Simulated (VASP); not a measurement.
## Na2ReP2: single point with PBE

Crystal: Na2ReP2.

```
CELL_PARAMETERS angstrom
-1.67357 1.67357 6.95368
1.67357 -1.67357 6.95368
1.67357 1.67357 -6.95368
ATOMIC_POSITIONS crystal
Na 0.25000 0.75000 0.50000
Na 0.75000 0.25000 0.50000
Re 0.00000 0.00000 0.00000
P 0.58910 0.58910 0.00000
P 0.41090 0.41090 0.00000
```

```json
{
  "Program": "VASP 6.6.1",
  "Task": "single point",
  "Functional": "PBE",
  "Potentials or basis": "VASP PAW PBE potentials, release 64 (Na_sv, Re_sv_GW, P)",
  "Cutoff": "1130 eV",
  "k mesh": "6 × 6 × 6",
  "Occupations": "gaussian, width 0.1 eV",
  "Spin": "no spin polarisation",
  "Dipole correction": "no",
  "Further INCAR settings": "ALGO = Normal; EDIFF = 1e-06; NBANDS = 30"
}
```

```
Pressure               : -0.2 GPa
Largest force          : 0.036 eV/Å
Band gap on the k mesh : zero (an odd number of electrons rules out a gap without spin polarisation)
```

Forces in eV/Å, atoms in the order of the input:
```
Na   0.000  0.000  0.000
Na   0.000  0.000  0.000
Re   0.000  0.000  0.000
P    0.000  0.000 -0.036
P    0.000  0.000  0.036
```

Levels at points of the mesh, in eV from the Fermi level:
```tsv
k point	band 20	band 21	band 22	band 23	band 24	band 25
(0.00, 0.00, 0.00)	-1.32	-1.07	-1.02	-0.25	1.52	3.39
(0.50, 0.00, 0.00)	-2.02	-1.07	0.45	1.05	1.69	2.43
(0.50, 0.50, 0.00)	-1.85	0.42	0.64	1.29	1.86	1.92
(0.50, 0.50, 0.50)	-1.31	-1.31	-1.07	-0.40	3.11	3.45
```

Wall time 19 min on 1 thread of Intel(R) Xeon(R) Platinum 8488C (Sapphire Rapids), on a shared host, peak memory 1.2 GiB.

Caveat: spin-orbit coupling is left out, which moves the levels of the heavy elements.
